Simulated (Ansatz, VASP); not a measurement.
# TiAl in VASP and in Ansatz

```
Ti Al
1.0
     2.75743    0.00000    0.00000
     0.00000    2.75743    0.00000
     0.00000    0.00000    4.13615
Ti Al
1 1
Direct
  0.00000 0.00000 0.00000
  0.50000 0.50000 0.50000
```

Alike in both runs: task single point; functional PBEsol; k mesh 22 × 22 × 22; occupations gaussian, width 0.15 eV; no spin polarisation.

```csv
,VASP,Ansatz
version,VASP 6.6.1,Ansatz 0.2.0
potentials or method,"VASP PAW PBE potentials, release 64 (Ti_sv, Al), cutoff 520 eV","scalar-relativistic, plane waves, PAW"
valence electrons in the cell,15,15
```

Ansatz gave:

```
gap on the k mesh at the Fermi level (eV)                     : none
pressure (GPa)                                                : 0.4
traceless stress, the component that is largest in VASP (GPa) : -2.28
```

Problem. Which values does VASP return?

Solution. gap on the k mesh at the Fermi level (eV): none; pressure (GPa): 0.5; traceless stress, the component that is largest in VASP (GPa): -2.24.

VASP's potentials were made for PBE, not for PBEsol. A gap of «none» marks a metal or a gap that the smearing closes. The functional is the same, so the differences come from potentials, cutoffs and numerics.
